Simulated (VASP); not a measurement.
Runs of VASP 6.6.1 on SnO. The structure is that of space group P4/nmm (No. 129), or close to it. The cells are those of the table. 

```tsv
task	potentials or basis	cell	cutoff (eV)	gap on the mesh (eV)	pressure (GPa)	largest force (eV/Å)
electric field gradients	VASP PAW PBE potentials, release 64 (Sn_d, O)	a = 3.726, b = 3.726, c = 4.836 Å, 4 atoms	520	none	(a)	0.98
electric field gradients	VASP PAW PBE potentials, release 64 (Sn_d, O)	a = 3.852, b = 3.852, c = 4.900 Å, 4 atoms	520	0.17	0.7	0.10
single point	VASP PAW PBE potentials, release 64 (Sn_d, O)	a = 3.840, b = 3.840, c = 4.836 Å, 4 atoms	600	0.15	2.2	0.20
single point	VASP PAW PBE potentials, release 64 (Sn_d, O)	a = 3.726, b = 3.726, c = 4.836 Å, 4 atoms	600	none	(b)	0.98
electric field gradients	VASP PAW PBE potentials, release 64 (Sn_d, O_h)	a = 3.802, b = 3.802, c = 4.836 Å, 4 atoms	1000	0.03	4.5	0.43
electric field gradients	VASP PAW PBE potentials, release 64 (Sn_d, O_h)	a = 3.827, b = 3.827, c = 4.868 Å, 4 atoms	1000	0.10	2.5	0.15
```

Alike in all rows: level PBE; no spin polarisation; k mesh 8 × 8 × 6; smearing fermi-dirac 0.01 eV.

Fill in the values left out.

(a) 9.4; (b) 9.3.

Caveats: semilocal functionals underestimate gaps, and a narrow one can read as zero; spin-orbit coupling is left out, which moves the levels of the heavy elements; the cell stands under pressure (at least some runs).

A k mesh can miss the band edges, and the runs leave out spin-orbit coupling on Sn.

A gap of «none» marks levels without a gap at the run's occupations.
